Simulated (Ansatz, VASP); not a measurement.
**One calculation of Ti3Br, two programs**

```
Ti Br
1.0
     4.08490    0.00000    0.00000
     0.00000    4.08490    0.00000
     0.00000    0.00000    4.08490
Ti Br
3 1
Direct
  0.50000 0.00000 0.00000
  0.00000 0.50000 0.00000
  0.00000 0.00000 0.50000
  0.50000 0.50000 0.50000
```

Alike in both runs: functional PBE; k mesh 12 × 12 × 12; occupations gaussian, width 0.1 eV; no spin polarisation.

Ansatz relaxed the structure, and its values are those at the end. VASP's run is a single point on that final structure, the one shown.

```csv
,VASP,Ansatz
version,VASP 6.6.1,Ansatz 0.2.0
potentials or method,"VASP PAW PBE potentials, release 64 (Ti_sv, Br), cutoff 520 eV","scalar-relativistic, plane waves, PAW"
valence electrons in the cell,43,43
```

```csv
,VASP,Ansatz,Ansatz less VASP
gap on the k mesh at the Fermi level (eV),none,none,-
pressure (GPa),-0.1,0.0,+0.06
```

A gap of «none» marks a metal or a gap that the smearing closes.
